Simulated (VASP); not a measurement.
# Cs (P6_3/mmc) in VASP: further runs

Cs is run at these levels: PBE; tasks: single point.

All numbers are computed with VASP 6.6.1; they aren't measurements. Logs are shortened: lines on timing, memory, paths and dates and some standing lists are left out, and cuts for length are marked.

**1. The cell of the first run**

The structure is hexagonal, space group P6_3/mmc (No. 194). The conventional cell has a = 5.690 Å, b = 5.690 Å, c = 18.662 Å, α = 90.00°, β = 90.00°, γ = 120.00°.

This isn't the form of Cs at room conditions, which is bcc.

**2. Single point, PBE (130.82 Å³/atom)**

INCAR

```
SYSTEM = Cs
PREC = Accurate
ENCUT = 520
EDIFF = 1E-6
ISMEAR = -1
SIGMA = 0.1
LREAL = .False.
LASPH = .True.
NELM = 80
ALGO = Normal
ISIF = 2
LWAVE = .False.
LCHARG = .False.
GGA = PE
NBANDS = 26
```

KPOINTS

```
Automatic mesh
0
Gamma
  8 8 2
  0 0 0
```

POSCAR

```
Cs
1.0
    5.6901912047      0.0000000000      0.0000000000
   -2.8450956024      4.9278501357      0.0000000000
    0.0000000000      0.0000000000     18.6621551793
Cs
4
Direct
    1.0000000000      1.0000000000      1.0000000000
    1.0000000000      1.0000000000      0.5000000000
    0.3333333333      0.6666666667      0.2500000000
    0.6666666667      0.3333333333      0.7500000000
```

Potentials or basis: VASP PAW PBE potentials, release 64 (Cs_sv).

The run is started by

```
$ cat potpaw_PBE.64/Cs_sv/POTCAR > POTCAR
$ mpirun -np 1 vasp_std > vasp.out
```

OUTCAR:

```text
SYSTEM = Cs
   PREC = Accurate
   ENCUT = 520
   EDIFF = 1E-6
   ISMEAR = -1
   LREAL = .False.
   LASPH = .True.
   NELM = 80
   ISIF = 2
   GGA = PE

 ion  position               nearest neighbor table
   1  0.000  0.000  0.000-
   2  0.000  0.000  0.500-
   3  0.333  0.667  0.250-
   4  0.667  0.333  0.750-

  LATTYP: Found a hexagonal cell.
 ALAT       =     5.6901912047
 C/A-ratio  =     3.2797061659

  Lattice vectors:

 A1 = (   5.6901912047,   0.0000000000,   0.0000000000)
 A2 = (  -2.8450956024,   4.9278501357,   0.0000000000)
 A3 = (   0.0000000000,   0.0000000000,  18.6621551793)

Analysis of symmetry for initial positions (statically):
=====================================================================
 Subroutine PRICEL returns:
 Original cell was already a primitive cell.

 Routine SETGRP: Setting up the symmetry group for a
 hexagonal supercell.

 Subroutine GETGRP returns: Found 24 space group operations
 (whereof 12 operations were pure point group operations)
 out of a pool of 24 trial point group operations.

The static configuration has the point symmetry D_3d.
 The point group associated with its full space group is D_6h.

Analysis of symmetry for dynamics (positions and initial velocities):
=====================================================================
 Subroutine PRICEL returns:
 Original cell was already a primitive cell.

 Routine SETGRP: Setting up the symmetry group for a
 hexagonal supercell.

 Subroutine GETGRP returns: Found 24 space group operations
 (whereof 12 operations were pure point group operations)
 out of a pool of 24 trial point group operations.

The dynamic configuration has the point symmetry D_3d.
 The point group associated with its full space group is D_6h.

 Subroutine INISYM returns: Found 24 space group operations
 (whereof 12 operations are pure point group operations),
 and found     1 'primitive' translations

----------------------------------------------------------------------------------------

                                     Primitive cell

  volume of cell :     523.2945

  direct lattice vectors                    reciprocal lattice vectors
     5.690191205  0.000000000  0.000000000     0.175741019  0.101464125  0.000000000
    -2.845095602  4.927850136  0.000000000     0.000000000  0.202928249  0.000000000
     0.000000000  0.000000000 18.662155179     0.000000000  0.000000000  0.053584379

  length of vectors
     5.690191205  5.690191205 18.662155179     0.202928249  0.202928249  0.053584379

  position of ions in fractional coordinates (direct lattice)
     0.000000000  0.000000000  0.000000000
     0.000000000  0.000000000  0.500000000
     0.333333333  0.666666667  0.250000000
     0.666666667  0.333333333  0.750000000

  ion indices of the primitive-cell ions
   primitive index   ion index
                 1           1
                 2           2
                 3           3
                 4           4

----------------------------------------------------------------------------------------

 KPOINTS: Automatic mesh

Automatic generation of k-mesh.
 Grid dimensions read from file:
 generate k-points for:    8    8    2

 Generating k-lattice:

  Cartesian coordinates                     Fractional coordinates (reciprocal lattice)
     0.021967627  0.012683016  0.000000000     0.125000000  0.000000000  0.000000000
     0.000000000  0.025366031  0.000000000     0.000000000  0.125000000  0.000000000
     0.000000000  0.000000000  0.026792190     0.000000000  0.000000000  0.500000000

  Length of vectors
     0.025366031  0.025366031  0.026792190

  Shift w.r.t. Gamma in fractional coordinates (k-lattice)
     0.000000000  0.000000000  0.000000000

 Subroutine IBZKPT returns following result:
 ===========================================

 Found     20 irreducible k-points:

 Following reciprocal coordinates:
            Coordinates               Weight
  0.000000  0.000000  0.000000      1.000000
  0.125000  0.000000  0.000000      6.000000
  0.250000  0.000000  0.000000      6.000000
  0.375000  0.000000  0.000000      6.000000
  0.500000  0.000000  0.000000      3.000000
  0.125000  0.125000  0.000000      6.000000
[... 12 lines left out ...]
  0.250000  0.250000  0.500000      6.000000
  0.375000  0.250000  0.500000      6.000000
   k-points           NKPTS =     20   k-points in BZ     NKDIM =     20   number of bands    NBANDS=     26
   number of dos      NEDOS =    301   number of ions     NIONS =      4
   total plane-waves  NPLWV = 246960
   dimension x,y,z NGX =    42 NGY =   42 NGZ =  140
   dimension x,y,z NGXF=    84 NGYF=   84 NGZF=  280
   ions per type =               4
   NGX,Y,Z   is equivalent  to a cutoff of  12.27, 12.27, 12.47 a.u.
   NGXF,Y,Z  is equivalent  to a cutoff of  24.54, 24.54, 24.94 a.u.
 SYSTEM =  Cs
   PREC   = accura    normal or accurate (medium, high low for compatibility)
   ISTART =      0    job   : 0-new  1-cont  2-samecut
   ICHARG =      2    charge: 1-file 2-atom 10-const
   ISPIN  =      1    spin polarized calculation?
   LNONCOLLINEAR =      F non collinear calculations
   LSORBIT =      F    spin-orbit coupling
   LASPH  =      T    aspherical Exc in radial PAW
   ENCUT  =  520.0 eV  38.22 Ry    6.18 a.u.  10.58 10.58 34.70*2*pi/ulx,y,z
   NELM   =     80;   NELMIN=  2; NELMDL= -5     # of ELM steps
   EDIFF  = 0.1E-05   stopping-criterion for ELM
   LREAL  =      F    real-space projection
   EDIFFG = 0.1E-04   stopping-criterion for IOM
   NSW    =      0    number of steps for IOM
   IBRION =     -1    ionic relax: 0-MD 1-quasi-New 2-CG
   NFREE  =      0    steps in history (QN), initial steepest desc. (CG)
   ISIF   =      2    stress and relaxation
   ISYM   =      2    0-nonsym 1-usesym 2-fastsym
   POTIM  = 0.5000    time-step for ionic-motion
   TEBEG  =    0.0;   TEEND  =   0.0 temperature during run
   PSTRESS=    0.0 pullay stress
   NELECT =      36.0000    total number of electrons
   NUPDOWN=      -1.0000    fix difference up-down
   EMIN   =  10.00;   EMAX   =-10.00  energy-range for DOS
   EFERMI =   0.00;   METHOD = LEGACY
   ISMEAR =    -1;   SIGMA  =   0.10  broadening in eV -4-tet -1-fermi 0-gaus
   EFERMI_NEDOS =   21; number of points for ismear=-14 and -15
   IALGO  =     38    algorithm
   IMIX   =      4    mixing-type and parameters
     AMIX     =   0.40;   BMIX     =  1.00
     AMIX_MAG =   1.60;   BMIX_MAG =  1.00
  volume/ion in A,a.u.               =     130.82       882.84
  Fermi-wavevector in a.u.,A,eV,Ry     =   0.670801  1.267630  6.122265  0.449974
  Thomas-Fermi vector in A             =   1.746428
   LORBIT       =      0    0 simple, 1 ext, 2 COOP (PROOUT), +10 PAW based schemes
   GGA     = PE    functional components
   LHFCALC =     F    Hartree Fock is set to
   AEXX    =    0.0000 exact exchange contribution
   IVDW    =     0    specifies the selected vdW correction
   LEPSILON=     F    determine dielectric tensor
   LRPA    =     F    only Hartree local field effects (RPA)
 non-spin polarized calculation
  energy-cutoff  :      520.00
  volume of cell :      523.29
 maximum number of plane-waves:     14128
   NGX = 21   NGY = 21   NGZ = 69

 number of electron      35.9999996 magnetization

 Free energy of the ion-electron system (eV)
  ---------------------------------------------------
  ext. energy  EPLUGINS =         0.00000000
  ---------------------------------------------------
  free energy    TOTEN  =        -3.45594420 eV

  energy without entropy =       -3.29162352  energy(sigma->0) =       -3.37378386

 E-fermi :   0.1389     XC(G=0):  -5.0928

 val. band max:        0.1125460036   @ k =   0.3750   0.1250   0.5000
 cond. band min:       0.1414529656   @ k =   0.2500   0.0000   0.5000
 fundamental gap:      0.0289069619
 Fermi energy:         0.1388523045

 k-point     1 :       0.0000    0.0000    0.0000
  band No.  band energies     occupation
      1     -23.7773      2.00000
      2     -23.7759      2.00000
      3     -23.7754      2.00000
      4     -23.7741      2.00000
      5     -10.6215      2.00000
      6     -10.5801      2.00000
[... 18 lines left out ...]
     25       2.4450      0.00000
     26       2.4801      0.00000

 k-point     2 :       0.1250    0.0000    0.0000
  band No.  band energies     occupation
      1     -23.7768      2.00000
      2     -23.7756      2.00000
      3     -23.7751      2.00000
      4     -23.7739      2.00000
      5     -10.6173      2.00000
      6     -10.5815      2.00000
[... 18 lines left out ...]
     25       2.2205      0.00000
     26       2.2418      0.00000

 k-point     3 :       0.2500    0.0000    0.0000
  band No.  band energies     occupation
      1     -23.7758      2.00000
      2     -23.7749      2.00000
      3     -23.7744      2.00000
      4     -23.7734      2.00000
      5     -10.6067      2.00000
      6     -10.5923      2.00000
[... 18 lines left out ...]
     25       1.7601      0.00000
     26       1.8053      0.00000

 k-point     4 :       0.3750    0.0000    0.0000
  band No.  band energies     occupation
      1     -23.7747      2.00000
      2     -23.7741      2.00000
      3     -23.7736      2.00000
      4     -23.7730      2.00000
      5     -10.6125      2.00000
      6     -10.6117      2.00000
[... 18 lines left out ...]
     25       1.6211      0.00000
     26       1.6670      0.00000
[... 380 lines left out ...]
      1     -23.7740      2.00000
      2     -23.7740      2.00000
      3     -23.7731      2.00000
      4     -23.7731      2.00000
      5     -10.6127      2.00000
      6     -10.6127      2.00000
[... 18 lines left out ...]
     25       1.5258      0.00000
     26       1.5258      0.00000

 k-point    19 :       0.2500    0.2500    0.5000
  band No.  band energies     occupation
      1     -23.7740      2.00000
      2     -23.7740      2.00000
      3     -23.7731      2.00000
      4     -23.7731      2.00000
      5     -10.6043      2.00000
      6     -10.6043      2.00000
[... 18 lines left out ...]
     25       1.6040      0.00000
     26       1.6041      0.00000

 k-point    20 :       0.3750    0.2500    0.5000
  band No.  band energies     occupation
      1     -23.7736      2.00000
      2     -23.7736      2.00000
      3     -23.7730      2.00000
      4     -23.7730      2.00000
      5     -10.6067      2.00000
      6     -10.6067      2.00000
[... 18 lines left out ...]
     25       1.3820      0.00001
     26       1.3820      0.00001

------------------------ aborting loop because EDIFF is reached ----------------------------------------

  FORCE on cell =-STRESS in cart. coord.  units (eV):
  Direction    XX          YY          ZZ          XY          YZ          ZX
  --------------------------------------------------------------------------------------
  -------------------------------------------------------------------------------------
  Total       -0.5533914     -0.5533914     -0.6084478      0.0000000      0.0000000      0.0000000
  in kB       -1.6943255     -1.6943255     -1.8628924      0.0000000      0.0000000      0.0000000
  external PRESSURE =      -1.7505144 kB  Pullay stress =       0.0000000 kB

 VOLUME and BASIS-vectors are now :
 -----------------------------------------------------------------------------
  energy-cutoff  :      520.00
  volume of cell :      523.29
      direct lattice vectors                 reciprocal lattice vectors
     5.690191205  0.000000000  0.000000000     0.175741019  0.101464125  0.000000000
    -2.845095602  4.927850136  0.000000000     0.000000000  0.202928249  0.000000000
     0.000000000  0.000000000 18.662155179     0.000000000  0.000000000  0.053584379

 POSITION                                       TOTAL-FORCE (eV/Angst)
 -----------------------------------------------------------------------------------
      0.00000      0.00000      0.00000         0.000000      0.000000      0.000000
      0.00000      0.00000      9.33108         0.000000      0.000000      0.000000
     -0.00000      3.28523      4.66554        -0.000000     -0.000000     -0.000000
      2.84510      1.64262     13.99662         0.000000     -0.000000     -0.000000
 -----------------------------------------------------------------------------------
    total drift:                               -0.000000      0.000000     -0.000000

  FREE ENERGIE OF THE ION-ELECTRON SYSTEM (eV)
  ---------------------------------------------------
  free  energy   TOTEN  =        -3.4559442030 eV

  energy  without entropy=       -3.2916235235  energy(sigma->0) =       -3.37378386
```

Wall time 2.4 min (1 thread of AMD EPYC 9R45 (Zen 5), shared host); peak memory 0.58 GiB.

Results:

```yaml
Free_energy: -3.4559 eV
Pressure: -0.2 GPa
Band_gap_on_the_k_mesh: zero (bands 18 and 19 overlap by 1.46 eV)
```

Caveat: spin-orbit coupling is left out, which moves the levels of the heavy elements.

**3. Single point, PBE**

This run uses another cell than the first one, of 116.81 Å³/atom.

INCAR

```
SYSTEM = Cs
PREC = Accurate ; ENCUT = 520
EDIFF = 1E-6 ; ISMEAR = -1
SIGMA = 0.1 ; LREAL = .FALSE.
LASPH = .TRUE. ; NELM = 80
ALGO = Normal ; ISIF = 2
LWAVE = .FALSE. ; LCHARG = .TRUE.
GGA = PE ; LELF = .TRUE.
LVHAR = .TRUE. ; NBANDS = 26
```

KPOINTS

```
regular mesh
0
G
  9 9 3
  0 0 0
```

POSCAR

```
Cs
1.0
    5.4792466713      0.0000000000      0.0000000000
   -2.7396233357      4.7451668110      0.0000000000
    0.0000000000      0.0000000000     17.9703190926
Cs
4
Direct
    1.0000000000      1.0000000000      1.0000000000
    1.0000000000      1.0000000000      0.5000000000
    0.3333333333      0.6666666667      0.2500000000
    0.6666666667      0.3333333333      0.7500000000
```

Potentials or basis: VASP PAW PBE potentials, release 64 (Cs_sv).

The run is started by

```
$ cat potpaw_PBE.64/Cs_sv/POTCAR > POTCAR
$ mpirun -np 1 vasp_std > vasp.out
```

Wall time 2.8 min (1 thread of AMD EPYC 9R45 (Zen 5), shared host); peak memory 0.58 GiB.

Results (log left out):

| Quantity | Value |
| --- | --- |
| Free energy | -3.4885 eV |
| Pressure | 0.0 GPa |
| Band gap on the k mesh | zero (bands 18 and 19 overlap by 1.71 eV) |

Levels at points of the mesh, in eV from the Fermi level:
```
           k point  band 15  band 16  band 17  band 18  band 19  band 20  band 21  band 22
(0.00, 0.00, 0.00)   -10.60   -10.60    -1.66    -1.06    -1.06    -0.03     0.74     1.61
```

Caveat: spin-orbit coupling is left out, which moves the levels of the heavy elements.

The gap in the log of VASP goes by the Fermi energy; the results here count the filled bands.